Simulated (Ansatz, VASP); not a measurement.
**One calculation of RuCl2, two programs**

```xyz
3
Lattice="3.5964 0.0000 0.0000 -1.7982 3.1146 0.0000 0.0000 0.0000 5.8017" Properties=species:S:1:pos:R:3 pbc="T T T"
Ru    0.0000    0.0000    0.0000
Cl    0.0000    2.0764    1.4620
Cl    1.7982    1.0382    4.3397
```

Alike in both runs: task single point; functional PBE; k mesh 9 × 9 × 5; occupations fermi-dirac, width 0.05 eV; no spin polarisation.

|  | VASP | Ansatz |
| --- | --- | --- |
| version | VASP 6.6.1 | Ansatz 0.2.0 |
| potentials or method | VASP PAW PBE potentials, release 64 (Ru_pv, Cl) | Ansatz PAW |
| plane-wave cutoff (eV) | 520 | 420 |
| valence electrons in the cell | 28 | 30 |

|  | VASP | Ansatz | Ansatz less VASP |
| --- | --- | --- | --- |
| gap on the k mesh at the Fermi level (eV) | 0.57 | 0.57 | 0.000 |
| least direct gap on the mesh (eV) | 0.75 | 0.75 | +0.001 |
| pressure (GPa) | -8.0 | -8.0 | +0.08 |
| traceless stress, the component that is largest in VASP (GPa) | -2.81 | -2.84 | -0.025 |
| rms of the force components (eV/Å) | 0.849 | 0.850 | +0.0012 |

Atom by atom the forces differ by 0.001 eV/Å (rms over components). VASP's potentials hold 28 valence electrons a cell and Ansatz's 30, so a difference there can come from the potentials and not from the codes.

Noted on Ansatz's run: odd divisions of the mesh miss points on the zone boundary, where band edges often lie, so the gap on the mesh can be too wide.
